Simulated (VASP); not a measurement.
Input of a VASP 6.6.1 run:

Contents of INCAR:

```
ALGO = Normal
EDIFF = 1E-6
ENCUT = 520
GGA = PE
ISIF = 2
ISMEAR = -1
LASPH = True
LCHARG = False
LREAL = False
LWAVE = False
NBANDS = 22
NELM = 80
PREC = Accurate
SIGMA = 0.05
```

KPOINTS

```
k-points
0
Gamma
  7 7 3
```

POSCAR

```
Br
1.0
    2.6878551398     -1.7719177332      0.0000000000
    2.6878551398      1.7719177332      0.0000000000
    0.0000000000      0.0000000000      7.9362245680
Br
4
Direct
    0.3077989610      0.6922010390      0.3769999219
    0.1922010390      0.8077989610      0.8769999219
    0.6922010390      0.3077989610      0.6230000781
    0.8077989610      0.1922010390      0.1230000781
```

Potentials or basis: VASP PAW PBE potentials, release 64 (Br).

The run is started by

```sh
$ cat potpaw_PBE.64/Br/POTCAR > POTCAR
$ mpirun -np 1 vasp_std > vasp.out
```

Q: What does it give for the pressure?

A: 30.0 GPa.

Q: Predict the band gap on the k mesh.

A: 0.52 eV, indirect (least direct gap 1.24 eV).

Q: Estimate the largest force.

A: 0.005 eV/Å.

Forces in eV/Å, atoms in the order of the input:
```
Br   0.000  0.003 -0.004
Br   0.000 -0.003 -0.004
Br   0.000 -0.003  0.004
Br   0.000  0.003  0.004
```

A k mesh can miss the band edges. Expect the measured gap to be larger: semilocal functionals such as PBE lack the derivative discontinuity.
